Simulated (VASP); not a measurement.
A run of VASP 6.6.1 is set up as follows.

File INCAR:

```
PREC = Accurate ; ENCUT = 520
EDIFF = 1E-6 ; ISMEAR = -1
SIGMA = 0.02 ; LREAL = F
LASPH = T ; NELM = 80
ALGO = Normal ; ISIF = 2
LWAVE = F ; LCHARG = T
GGA = PE ; LELF = T
LVHAR = T ; NBANDS = 43
```

The input KPOINTS:

```
regular mesh
0
Gamma
  6 6 4
```

Contents of POSCAR:

```
Si2Mo
1.0
    4.5840216858      0.0000000000      0.0000000000
   -2.2920108429      3.9698792314      0.0000000000
    0.0000000000      0.0000000000      6.5770742356
Si Mo
6 3
Direct
    0.1638644045      0.8361355955      0.8333333333
    0.3277288089      0.1638644045      0.1666666667
    0.8361355955      0.6722711911      0.5000000000
    0.8361355955      0.1638644045      0.8333333333
    0.6722711911      0.8361355955      0.1666666667
    0.1638644045      0.3277288089      0.5000000000
    0.5000000000      0.0000000000      0.5000000000
    0.0000000000      0.5000000000      0.1666666667
    0.5000000000      0.5000000000      0.8333333333
```

Potentials or basis: VASP PAW PBE potentials, release 64 (Si, Mo_sv).

Launch:

```sh
$ cat potpaw_PBE.64/Si/POTCAR potpaw_PBE.64/Mo_sv/POTCAR > POTCAR
$ mpirun -np 1 vasp_std > vasp.out
```

Problem. Estimate the largest force.

Solution. 0.006 eV/Å.

Problem. Predict the pressure.

Solution. 3.9 GPa.

Problem. What does it give for the band gap on the k mesh?

Solution. 0.05 eV, indirect (least direct gap 0.54 eV).

Stress tensor (GPa, compression positive):
```
3.96 0.00 0.00
0.00 3.96 0.00
0.00 0.00 3.87
```

A k mesh can miss the band edges.
